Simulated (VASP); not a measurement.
# TiRh (Pm-3m) in VASP: further runs

The runs below take TiRh through single point, relaxation of cell and atoms, with LDA.

All numbers are computed with VASP 6.6.1; they aren't measurements. Logs are shortened: lines on timing, memory, paths and dates and some standing lists are left out, and cuts for length are marked.

## 1. The cell of the first run

It takes space group Pm-3m (No. 221, cubic). The conventional cell has a = 3.040 Å, b = 3.040 Å, c = 3.040 Å, α = 90.00°, β = 90.00°, γ = 90.00°. Within 3.5 Å of Ti (site symmetry m-3m) lie 8 Rh at 2.63 Å and 6 Ti at 3.04 Å. Within 3.5 Å of Rh (site symmetry m-3m) lie 8 Ti at 2.63 Å and 6 Rh at 3.04 Å.

## 2. Single point, LDA

Input file INCAR:

```
PREC = Accurate
ENCUT = 520
EDIFF = 1E-7
ISMEAR = 0
SIGMA = 0.05
LREAL = F
LASPH = T
NELM = 60
ALGO = Normal
ISIF = 2
LWAVE = F
LCHARG = F
NBANDS = 20
```

Input file KPOINTS:

```
regular mesh
0
Gamma
  7 7 7
```

Input file POSCAR:

```
TiRh
1.0
    3.0403031289      0.0000000000      0.0000000000
    0.0000000000      3.0403031289      0.0000000000
    0.0000000000      0.0000000000      3.0403031289
Ti Rh
1 1
Direct
    0.5000000000      0.5000000000      0.5000000000
    0.0000000000      0.0000000000      0.0000000000
```

Potentials or basis: VASP PAW LDA potentials, release 64 (Ti_sv, Rh_pv).

Run with:

```
$ cat potpaw_LDA.64/Ti_sv/POTCAR potpaw_LDA.64/Rh_pv/POTCAR > POTCAR
$ mpirun -np 1 vasp_std > vasp.out
```

OUTCAR:

```text
PREC = Accurate
   ENCUT = 520
   EDIFF = 1E-7
   ISMEAR = 0
   LREAL = F
   LASPH = T
   NELM = 60
   ISIF = 2

 ion  position               nearest neighbor table
   1  0.500  0.500  0.500-   2 2.63   2 2.63   2 2.63   2 2.63   2 2.63   2 2.63   2 2.63   2 2.63

   2  0.000  0.000  0.000-   1 2.63   1 2.63   1 2.63   1 2.63   1 2.63   1 2.63   1 2.63   1 2.63

  LATTYP: Found a simple cubic cell.
 ALAT       =     3.0403031289

  Lattice vectors:

 A1 = (   3.0403031289,   0.0000000000,   0.0000000000)
 A2 = (   0.0000000000,   3.0403031289,   0.0000000000)
 A3 = (   0.0000000000,   0.0000000000,   3.0403031289)

Analysis of symmetry for initial positions (statically):
=====================================================================
 Subroutine PRICEL returns:
 Original cell was already a primitive cell.

 Routine SETGRP: Setting up the symmetry group for a
 simple cubic supercell.

 Subroutine GETGRP returns: Found 48 space group operations
 (whereof 48 operations were pure point group operations)
 out of a pool of 48 trial point group operations.

The static configuration has the point symmetry O_h .

Analysis of symmetry for dynamics (positions and initial velocities):
=====================================================================
 Subroutine PRICEL returns:
 Original cell was already a primitive cell.

 Routine SETGRP: Setting up the symmetry group for a
 simple cubic supercell.

 Subroutine GETGRP returns: Found 48 space group operations
 (whereof 48 operations were pure point group operations)
 out of a pool of 48 trial point group operations.

The dynamic configuration has the point symmetry O_h .

 Subroutine INISYM returns: Found 48 space group operations
 (whereof 48 operations are pure point group operations),
 and found     1 'primitive' translations

----------------------------------------------------------------------------------------

                                     Primitive cell

  volume of cell :      28.1029

  direct lattice vectors                    reciprocal lattice vectors
     3.040303129  0.000000000  0.000000000     0.328914571  0.000000000  0.000000000
     0.000000000  3.040303129  0.000000000     0.000000000  0.328914571  0.000000000
     0.000000000  0.000000000  3.040303129     0.000000000  0.000000000  0.328914571

  length of vectors
     3.040303129  3.040303129  3.040303129     0.328914571  0.328914571  0.328914571

  position of ions in fractional coordinates (direct lattice)
     0.500000000  0.500000000  0.500000000
     0.000000000  0.000000000  0.000000000

  ion indices of the primitive-cell ions
   primitive index   ion index
                 1           1
                 2           2

----------------------------------------------------------------------------------------

 KPOINTS: regular mesh

Automatic generation of k-mesh.
 Grid dimensions read from file:
 generate k-points for:    7    7    7

 Generating k-lattice:

  Cartesian coordinates                     Fractional coordinates (reciprocal lattice)
     0.046987796  0.000000000  0.000000000     0.142857143  0.000000000  0.000000000
     0.000000000  0.046987796  0.000000000     0.000000000  0.142857143  0.000000000
     0.000000000  0.000000000  0.046987796     0.000000000  0.000000000  0.142857143

  Length of vectors
     0.046987796  0.046987796  0.046987796

  Shift w.r.t. Gamma in fractional coordinates (k-lattice)
     0.000000000  0.000000000  0.000000000

 Subroutine IBZKPT returns following result:
 ===========================================

 Found     20 irreducible k-points:

 Following reciprocal coordinates:
            Coordinates               Weight
  0.000000  0.000000  0.000000      1.000000
  0.142857  0.000000  0.000000      6.000000
  0.285714  0.000000  0.000000      6.000000
  0.428571  0.000000  0.000000      6.000000
  0.142857  0.142857  0.000000     12.000000
  0.285714  0.142857  0.000000     24.000000
[... 12 lines left out ...]
  0.428571  0.428571  0.285714     24.000000
  0.428571  0.428571  0.428571      8.000000
   k-points           NKPTS =     20   k-points in BZ     NKDIM =     20   number of bands    NBANDS=     20
   number of dos      NEDOS =    301   number of ions     NIONS =      2
   total plane-waves  NPLWV =  13824
   dimension x,y,z NGX =    24 NGY =   24 NGZ =   24
   dimension x,y,z NGXF=    48 NGYF=   48 NGZF=   48
   ions per type =               1   1
   NGX,Y,Z   is equivalent  to a cutoff of  13.12, 13.12, 13.12 a.u.
   NGXF,Y,Z  is equivalent  to a cutoff of  26.25, 26.25, 26.25 a.u.
 SYSTEM =  unknown system
   PREC   = accura    normal or accurate (medium, high low for compatibility)
   ISTART =      0    job   : 0-new  1-cont  2-samecut
   ICHARG =      2    charge: 1-file 2-atom 10-const
   ISPIN  =      1    spin polarized calculation?
   LNONCOLLINEAR =      F non collinear calculations
   LSORBIT =      F    spin-orbit coupling
   LASPH  =      T    aspherical Exc in radial PAW
   ENCUT  =  520.0 eV  38.22 Ry    6.18 a.u.   5.65  5.65  5.65*2*pi/ulx,y,z
   NELM   =     60;   NELMIN=  2; NELMDL= -5     # of ELM steps
   EDIFF  = 0.1E-06   stopping-criterion for ELM
   LREAL  =      F    real-space projection
   EDIFFG = 0.1E-05   stopping-criterion for IOM
   NSW    =      0    number of steps for IOM
   IBRION =     -1    ionic relax: 0-MD 1-quasi-New 2-CG
   NFREE  =      0    steps in history (QN), initial steepest desc. (CG)
   ISIF   =      2    stress and relaxation
   ISYM   =      2    0-nonsym 1-usesym 2-fastsym
   POTIM  = 0.5000    time-step for ionic-motion
   TEBEG  =    0.0;   TEEND  =   0.0 temperature during run
   PSTRESS=    0.0 pullay stress
   NELECT =      27.0000    total number of electrons
   NUPDOWN=      -1.0000    fix difference up-down
   EMIN   =  10.00;   EMAX   =-10.00  energy-range for DOS
   EFERMI =   0.00;   METHOD = LEGACY
   ISMEAR =     0;   SIGMA  =   0.05  broadening in eV -4-tet -1-fermi 0-gaus
   EFERMI_NEDOS =   21; number of points for ismear=-14 and -15
   IALGO  =     38    algorithm
   IMIX   =      4    mixing-type and parameters
     AMIX     =   0.40;   BMIX     =  1.00
     AMIX_MAG =   1.60;   BMIX_MAG =  1.00
  volume/ion in A,a.u.               =      14.05        94.82
  Fermi-wavevector in a.u.,A,eV,Ry     =   1.615397  3.052657 35.504493  2.609507
  Thomas-Fermi vector in A             =   2.710151
   LORBIT       =      0    0 simple, 1 ext, 2 COOP (PROOUT), +10 PAW based schemes
   GGA     = CA    functional components
   LHFCALC =     F    Hartree Fock is set to
   AEXX    =    0.0000 exact exchange contribution
   IVDW    =     0    specifies the selected vdW correction
   LEPSILON=     F    determine dielectric tensor
   LRPA    =     F    only Hartree local field effects (RPA)
 non-spin polarized calculation
 Gauss-broadening in eV      SIGMA  =   0.05
  energy-cutoff  :      520.00
  volume of cell :       28.10
 maximum number of plane-waves:       772
 NGX is ok and might be reduce to    24
   NGX = 11   NGY = 11   NGZ = 11

 number of electron      27.0000005 magnetization

 Free energy of the ion-electron system (eV)
  ---------------------------------------------------
  ext. energy  EPLUGINS =         0.00000000
  ---------------------------------------------------
  free energy    TOTEN  =       -18.68874293 eV

  energy without entropy =      -18.68308970  energy(sigma->0) =      -18.68591632

 E-fermi :  11.5955     XC(G=0): -13.5301

 val. band max:       11.5609825486   @ k =   0.2857   0.1429   0.0000
 cond. band min:      11.6312722647   @ k =   0.4286   0.1429   0.0000
 fundamental gap:      0.0702897160
 Fermi energy:        11.5954691154

 k-point     1 :       0.0000    0.0000    0.0000
  band No.  band energies     occupation
      1     -45.1833      2.00000
      2     -35.2302      2.00000
      3     -35.2302      2.00000
      4     -35.2302      2.00000
      5     -21.6896      2.00000
      6     -21.6896      2.00000
[... 12 lines left out ...]
     19      20.5347      0.00000
     20      20.5347      0.00000

 k-point     2 :       0.1429    0.0000    0.0000
  band No.  band energies     occupation
      1     -45.1795      2.00000
      2     -35.2492      2.00000
      3     -35.2277      2.00000
      4     -35.2277      2.00000
      5     -21.7431      2.00000
      6     -21.6888      2.00000
[... 12 lines left out ...]
     19      19.0981      0.00000
     20      21.6506      0.00000

 k-point     3 :       0.2857    0.0000    0.0000
  band No.  band energies     occupation
      1     -45.1708      2.00000
      2     -35.2915      2.00000
      3     -35.2220      2.00000
      4     -35.2220      2.00000
      5     -21.8618      2.00000
      6     -21.6870      2.00000
[... 12 lines left out ...]
     19      16.5884      0.00000
     20      24.1580      0.00000

 k-point     4 :       0.4286    0.0000    0.0000
  band No.  band energies     occupation
      1     -45.1638      2.00000
      2     -35.3251      2.00000
      3     -35.2174      2.00000
      4     -35.2174      2.00000
      5     -21.9555      2.00000
      6     -21.6856      2.00000
[... 12 lines left out ...]
     19      15.0755      0.00000
     20      27.0831      0.00000

 k-point     5 :       0.1429    0.1429    0.0000
  band No.  band energies     occupation
      1     -45.1752      2.00000
      2     -35.2507      2.00000
      3     -35.2441      2.00000
      4     -35.2253      2.00000
      5     -21.7491      2.00000
      6     -21.7309      2.00000
[... 12 lines left out ...]
     19      19.5804      0.00000
     20      20.5683      0.00000
[... 261 lines left out ...]
      6     -21.8234      2.00000
[... 12 lines left out ...]
     19      20.0912      0.00000
     20      20.0912      0.00000

 k-point    18 :       0.4286    0.2857    0.2857
  band No.  band energies     occupation
      1     -45.1280      2.00000
      2     -35.3247      2.00000
      3     -35.2844      2.00000
      4     -35.2807      2.00000
      5     -21.9044      2.00000
      6     -21.8244      2.00000
[... 12 lines left out ...]
     19      17.7003      0.00000
     20      21.8068      0.00000

 k-point    19 :       0.4286    0.4286    0.2857
  band No.  band energies     occupation
      1     -45.1185      2.00000
      2     -35.3220      2.00000
      3     -35.3218      2.00000
      4     -35.2774      2.00000
      5     -21.8980      2.00000
      6     -21.8977      2.00000
[... 12 lines left out ...]
     19      18.2242      0.00000
     20      20.4149      0.00000

 k-point    20 :       0.4286    0.4286    0.4286
  band No.  band energies     occupation
      1     -45.1095      2.00000
      2     -35.3167      2.00000
      3     -35.3156      2.00000
      4     -35.3156      2.00000
      5     -21.9006      2.00000
      6     -21.9006      2.00000
[... 12 lines left out ...]
     19      20.4995      0.00000
     20      20.6147      0.00000

------------------------ aborting loop because EDIFF is reached ----------------------------------------

  FORCE on cell =-STRESS in cart. coord.  units (eV):
  Direction    XX          YY          ZZ          XY          YZ          ZX
  --------------------------------------------------------------------------------------
  -------------------------------------------------------------------------------------
  Total        0.0826330      0.0826330      0.0826330      0.0000000      0.0000000     -0.0000000
  in kB        4.7110052      4.7110052      4.7110052      0.0000000      0.0000000     -0.0000000
  external PRESSURE =       4.7110052 kB  Pullay stress =       0.0000000 kB

 VOLUME and BASIS-vectors are now :
 -----------------------------------------------------------------------------
  energy-cutoff  :      520.00
  volume of cell :       28.10
      direct lattice vectors                 reciprocal lattice vectors
     3.040303129  0.000000000  0.000000000     0.328914571  0.000000000  0.000000000
     0.000000000  3.040303129  0.000000000     0.000000000  0.328914571  0.000000000
     0.000000000  0.000000000  3.040303129     0.000000000  0.000000000  0.328914571

 POSITION                                       TOTAL-FORCE (eV/Angst)
 -----------------------------------------------------------------------------------
      1.52015      1.52015      1.52015         0.000000      0.000000      0.000000
      0.00000      0.00000      0.00000         0.000000      0.000000      0.000000
 -----------------------------------------------------------------------------------
    total drift:                                0.000000      0.000000     -0.000000

  FREE ENERGIE OF THE ION-ELECTRON SYSTEM (eV)
  ---------------------------------------------------
  free  energy   TOTEN  =       -18.6887429294 eV

  energy  without entropy=      -18.6830897014  energy(sigma->0) =      -18.68591632
```

It took 6.5 s on 1 thread of Intel Xeon Platinum 8488C (Sapphire Rapids), shared host; peak memory 0.13 GiB.

What came out:

```
Free energy : -18.6887 eV
Pressure    : 0.5 GPa
```

## 3. Relaxation of cell and atoms, LDA

This run uses another cell than the first one, of 15.12 Å³/atom, 1.076 times its volume.

Input file INCAR:

```
PREC = Accurate ; ENCUT = 600
EDIFF = 1E-7 ; ISMEAR = 0
SIGMA = 0.05 ; LREAL = F
LASPH = T ; NELM = 100
ALGO = Normal ; ISIF = 3
LWAVE = F ; LCHARG = F
GGA = CA ; IBRION = 2
NSW = 80 ; EDIFFG = -0.02
```

KPOINTS is that of step 2.

Input file POSCAR:

```
TiRh
1.0
    3.1152020000      0.0000000000      0.0000000000
    0.0000000000      3.1152020000      0.0000000000
    0.0000000000      0.0000000000      3.1152020000
Ti Rh
1 1
Direct
    0.5000000000      0.5000000000      0.5000000000
    0.0000000000      0.0000000000      0.0000000000
```

Potentials or basis: VASP PAW LDA potentials, release 64 (Ti_sv, Rh_pv).

Run with:

```
$ cat potpaw_LDA.64/Ti_sv/POTCAR potpaw_LDA.64/Rh_pv/POTCAR > POTCAR
$ mpirun -np 1 vasp_std > vasp.out
```

Wall time 38 s (1 thread of Intel Xeon Platinum 8488C (Sapphire Rapids), shared host); peak memory 0.15 GiB.

Results (log left out):

| Property | Result |
| --- | --- |
| Free energy | -18.6903 eV |
| Relaxed volume | 14.08 Å³/atom |
| Relaxed cell | a = 3.043 Å, b = 3.043 Å, c = 3.043 Å, α = 90.00°, β = 90.00°, γ = 90.00° |
| Space group after relaxing (to 0.05 Å) | Pm-3m (No. 221) |
| Energy gained by relaxing | 45.7 meV/atom |
| Ionic steps | 4 |
| Pressure after relaxing | -0.1 GPa |

Step by step:
| step | energy change (eV) | largest force (eV/Å) | pressure (GPa) | volume (Å³) |
| --- | --- | --- | --- | --- |
| 1 | 0.0000 | 0.0000 | -13.24 | 30.23 |
| 2 | 0.1921 | 0.0000 | 32.96 | 25.09 |
| 3 | -0.0912 | 0.0000 | -0.53 | 28.23 |
| 4 | -0.0913 | 0.0000 | -0.10 | 28.17 |

Final structure:
```cif
data_structure
_symmetry_space_group_name_H-M 'P 1'
_symmetry_Int_Tables_number 1
_cell_length_a 3.0427
_cell_length_b 3.0427
_cell_length_c 3.0427
_cell_angle_alpha 90.000
_cell_angle_beta 90.000
_cell_angle_gamma 90.000
_cell_volume 28.17
loop_
_atom_site_label
_atom_site_type_symbol
_atom_site_fract_x
_atom_site_fract_y
_atom_site_fract_z
_atom_site_occupancy
Ti1 Ti 0.50000 0.50000 0.50000 1
Rh1 Rh 0.00000 0.00000 0.00000 1
```

Levels at points of the mesh, in eV from the Fermi level:
```tsv
k point	band 11	band 12	band 13	band 14	band 15	band 16
(0.00, 0.00, 0.00)	-2.61	-2.61	-2.61	0.80	0.80	2.65
```
